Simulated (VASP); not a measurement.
**Ba: single point with PBEsol**

The system is Ba.

```
CELL_PARAMETERS angstrom
-2.63917 2.63917 2.24329
2.63917 -2.63917 2.24329
2.63917 2.63917 -2.24329
ATOMIC_POSITIONS crystal
Ba 0.00000 0.00000 0.00000
```

This cell differs from its parent crystal: ratio of the length along z to the lengths across it x 0.85, volume and fractional coordinates fixed.

* Program: VASP 6.6.1
* Task: single point
* Functional: PBEsol
* Potentials or basis: VASP PAW PBE potentials, release 64 (Ba_sv)
* Cutoff: 520 eV
* k mesh: 16 × 16 × 16
* Occupations: gaussian, width 0.15 eV
* Spin: no spin polarisation

```yaml
Pressure: -0.5 GPa
Band_gap_on_the_k_mesh: zero (band 5 reaches 1.98 eV, above the bottom of band 6 at 1.12 eV)
```

Stress tensor (GPa, compression positive):
```
-0.87  0.00  0.00
 0.00 -0.87  0.00
 0.00  0.00  0.29
```

Levels at points of the mesh, in eV from the Fermi level:
```csv
k point,band 1,band 2,band 3,band 4,band 5,band 6,band 7,band 8,band 9,band 10
"(0.00, 0.00, 0.00)",-28.88,-13.81,-13.81,-13.79,-2.80,1.19,2.27,2.27,2.40,3.91
"(0.50, 0.00, 0.00)",-28.83,-14.29,-13.97,-13.85,-0.89,0.36,1.49,3.13,4.62,5.12
"(0.50, 0.50, 0.00)",-28.84,-14.28,-13.89,-13.79,-1.02,0.94,1.45,2.31,3.33,5.11
"(0.50, 0.50, 0.50)",-28.81,-14.17,-14.17,-14.01,-0.68,-0.47,3.76,3.76,4.70,4.70
```

Wall time 51 s on 1 thread of Intel(R) Xeon(R) 6975P-C (Granite Rapids), on a shared host, peak memory 0.36 GiB.

Caveat: the PAW data sets were made with another functional, which shifts forces and pressure a little; spin-orbit coupling is left out, which moves the levels of the heavy elements.
